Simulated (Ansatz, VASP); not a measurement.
## Two plane-wave programs on Al4Ni3

```xyz
7
Lattice="2.8622 0.0000 0.0000 0.0000 2.8622 0.0000 0.0000 0.0000 23.5865" Properties=species:S:1:pos:R:3 pbc="T T T"
Al    0.0000    0.0000    7.5000
Al    0.0000    0.0000   10.3622
Al    0.0000    0.0000   13.2243
Al    0.0000    0.0000   16.0865
Ni    1.4311    1.4311    8.9311
Ni    1.4311    1.4311   11.7932
Ni    1.4311    1.4311   14.6554
```

Alike in both runs: task single point; functional PBEsol; k mesh 12 × 12 × 1; occupations gaussian, width 0.1 eV; no spin polarisation.

```csv
,VASP,Ansatz
version,VASP 6.6.1,Ansatz 0.2.0
potentials or method,"VASP PAW PBE potentials, release 64 (Al, Ni), cutoff 520 eV","scalar-relativistic, plane waves, PAW"
valence electrons in the cell,42,66
```

|  | VASP | Ansatz | Ansatz less VASP |
| --- | --- | --- | --- |
| gap on the k mesh at the Fermi level (eV) | none | none | - |
| rms of the force components (eV/Å) | 0.100 | 0.103 | +0.0025 |
| work function, face that differs most (eV) | 4.27 | 4.27 | -0.001 |

VASP's potentials were made for PBE, not for PBEsol. A gap of «none» marks a metal or a gap that the smearing closes. VASP's potentials hold 42 valence electrons a cell and Ansatz's 66, so a difference there can come from the potentials and not from the codes.
